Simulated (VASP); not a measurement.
A run of VASP 6.6.1:

File INCAR:

```
ALGO = Normal ; EDIFF = 1E-6
ENCUT = 520 ; GGA = CA
ISIF = 2 ; ISMEAR = -1
LASPH = T ; LCHARG = T
LELF = T ; LREAL = F
LVHAR = T ; LWAVE = F
NBANDS = 16 ; NELM = 80
PREC = Accurate ; SIGMA = 0.05
```

KPOINTS

```
k-points
0
Gamma
  7 7 7
```

The input POSCAR:

```
HgTe
1.0
    0.0000000000      3.2568009036      3.2568009036
    3.2568009036      0.0000000000      3.2568009036
    3.2568009036      3.2568009036      0.0000000000
Hg Te
1 1
Direct
    0.0000000000      0.0000000000      0.0000000000
    0.7500000000      0.7500000000      0.7500000000
```

Potentials or basis: VASP PAW LDA potentials, release 64 (Hg, Te).

Command:

```sh
$ cat potpaw_LDA.64/Hg/POTCAR potpaw_LDA.64/Te/POTCAR > POTCAR
$ mpirun -np 1 vasp_std > vasp.out
```

Hardware: 1 thread of AMD EPYC 7R13, with other jobs on the host.

Problem. Estimate the wall time of this run.

Solution. Run time: 56 s on 1 thread of AMD EPYC 7R13, on a shared host, peak memory 0.15 GiB. Counts: scf iterations 12, k points 20.
